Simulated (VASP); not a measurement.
**Sb: single point with PBEsol**

Sb:

```
Sb
1.0
     3.16000    0.00000    0.00000
     0.00000    3.16000    0.00000
     0.00000    0.00000    3.03360
Sb
1
Cartesian
  0.0000 0.0000 0.0000
```

This cell differs from its parent crystal: strain +0.000 along x and y, -0.040 along z.

```yaml
Program: VASP 6.6.1
Task: single point
Functional: PBEsol
Potentials_or_basis: VASP PAW PBE potentials, release 64 (Sb)
Cutoff: 520 eV
k_mesh: 16 × 16 × 16
Occupations: gaussian, width 0.15 eV
Spin: no spin polarisation
```

```
Pressure : -2.8 GPa
```

Stress tensor (GPa, compression positive):
```
-4.06  0.00  0.00
 0.00 -4.06  0.00
 0.00  0.00 -0.35
```

Levels at points of the mesh, in eV from the Fermi level:
| k point | band 1 | band 2 | band 3 | band 4 | band 5 | band 6 | band 7 | band 8 |
| --- | --- | --- | --- | --- | --- | --- | --- | --- |
| (0.00, 0.00, 0.00) | -12.29 | 2.85 | 2.85 | 4.01 | 6.68 | 6.92 | 8.36 | 17.28 |
| (0.50, 0.00, 0.00) | -10.09 | -5.45 | 4.66 | 5.85 | 8.93 | 10.51 | 11.09 | 11.56 |
| (0.50, 0.50, 0.00) | -7.79 | -3.53 | -3.53 | 2.12 | 7.70 | 13.01 | 13.67 | 13.67 |
| (0.00, 0.00, 0.50) | -9.56 | -5.56 | 5.10 | 5.10 | 9.05 | 10.10 | 11.08 | 11.08 |
| (0.50, 0.00, 0.50) | -7.20 | -3.71 | -3.14 | 2.22 | 6.94 | 12.68 | 12.77 | 12.88 |
| (0.50, 0.50, 0.50) | -4.61 | -1.98 | -1.36 | -1.36 | 4.74 | 4.74 | 5.07 | 6.88 |

Run time: 28 s on 1 thread of Intel(R) Xeon(R) Platinum 8375C CPU @ 2.90GHz (Ice Lake), with other jobs on the host, peak memory 0.21 GiB.

Caveat: the cell differs from its parent crystal (strain +0.000 along x and y, -0.040 along z); the PAW data sets were made with another functional, which shifts forces and pressure a little; spin-orbit coupling is left out, which moves the levels of the heavy elements.
